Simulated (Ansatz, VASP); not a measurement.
## AgCl: VASP beside Ansatz

INCAR

```
PREC     = Accurate       # precision mode
ENCUT    = 500            # plane-wave cutoff, eV
EDIFF    = 1E-6           # SCF threshold, eV
ISMEAR   = 0              # smearing method
SIGMA    = 0.01           # smearing width, eV
LREAL    = False          # projectors in reciprocal space
LASPH    = True           # aspherical terms in the spheres
NELM     = 120            # most SCF steps
ALGO     = Normal         # electronic algorithm
ISIF     = 2              # what is computed and relaxed
LWAVE    = False          # write WAVECAR
LCHARG   = False          # write CHGCAR
GGA      = PE             # functional
NBANDS   = 16             # bands
GGA_COMPAT= False
```

File KPOINTS:

```
regular mesh
0
Gamma
  6 6 6
```

File POSCAR:

```
AgCl
1.0
    0.0000000000      2.7484297946      2.7484297946
    2.7484297946      0.0000000000      2.7484297946
    2.7484297946      2.7484297946      0.0000000000
Ag Cl
1 1
Direct
    0.0000000000      0.0000000000      0.0000000000
    0.5000000000      0.5000000000      0.5000000000
```

Input for Ansatz:

```yaml
crystal:
  lattice:
    - [0.0, 2.7484297946, 2.7484297946]
    - [2.7484297946, 0.0, 2.7484297946]
    - [2.7484297946, 2.7484297946, 0.0]
  atoms:
    - { symbol: Ag, position: [0.0, 0.0, 0.0] }
    - { symbol: Cl, position: [0.5, 0.5, 0.5] }
kpoints:
  mp_grid: { grid: [6, 6, 6] }
hamiltonian:
  xc: pbe
scf:
  occupations: { method: fixed }
  n_extra_bands: 4
output:
  forces: true
  stress: true
  eigenvalues: true
```

Alike in both runs: task single point; functional PBE; k mesh 6 × 6 × 6; no spin polarisation.

|  | VASP | Ansatz |
| --- | --- | --- |
| version | VASP 6.6.1 | Ansatz 0.2.0 |
| potentials or method | VASP PAW PBE potentials, release 64 (Ag, Cl) | plane waves, PAW |
| plane-wave cutoff (eV) | 500 | 420 |
| occupations | gaussian, width 0.01 eV | fixed |
| valence electrons in the cell | 18 | 26 |

|  | VASP | Ansatz | Ansatz less VASP |
| --- | --- | --- | --- |
| gap on the k mesh at the Fermi level (eV) | 0.90 | 0.91 | +0.003 |
| pressure (GPa) | 2.9 | 3.1 | +0.15 |

VASP's potentials hold 18 valence electrons a cell and Ansatz's 26, so a difference there can come from the potentials and not from the codes.
